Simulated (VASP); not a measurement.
A run of VASP 6.6.1:

File INCAR:

```
SYSTEM = Ag
PREC     = Accurate       ! precision mode
ENCUT    = 520            ! plane-wave cutoff, eV
EDIFF    = 1E-7           ! SCF threshold, eV
ISMEAR   = 0              ! smearing method
SIGMA    = 0.15           ! smearing width, eV
LREAL    = .False.        ! projectors in reciprocal space
LASPH    = .True.         ! aspherical terms in the spheres
NELM     = 100            ! most SCF steps
ALGO     = Fast           ! electronic algorithm
ISIF     = 2              ! what is computed and relaxed
LWAVE    = .False.        ! write WAVECAR
LCHARG   = .False.        ! write CHGCAR
GGA      = PS             ! functional
NBANDS   = 12             ! bands
```

The input KPOINTS:

```
Automatic mesh
0
Gamma
  22 22 22
  0 0 0
```

POSCAR

```
Ag
1.0
    0.0000000000      1.8720114742      2.4336149165
    1.8720114742      0.0000000000      2.4336149165
    1.8720114742      1.8720114742      0.0000000000
Ag
1
Direct
    0.0000000000      0.0000000000      0.0000000000
```

Potentials or basis: VASP PAW PBE potentials, release 64 (Ag).

Command:

```bash
$ cat potpaw_PBE.64/Ag/POTCAR > POTCAR
$ mpirun -np 1 vasp_std > vasp.out
```

Hardware: 1 thread of Intel Xeon 8259CL, with other jobs on the host.

Question: Estimate the wall time of this run.

Answer: Run time: 3.4 min on 1 thread of Intel Xeon 8259CL (shared host), peak memory 0.27 GiB. Counts: scf iterations 13, k points 834.
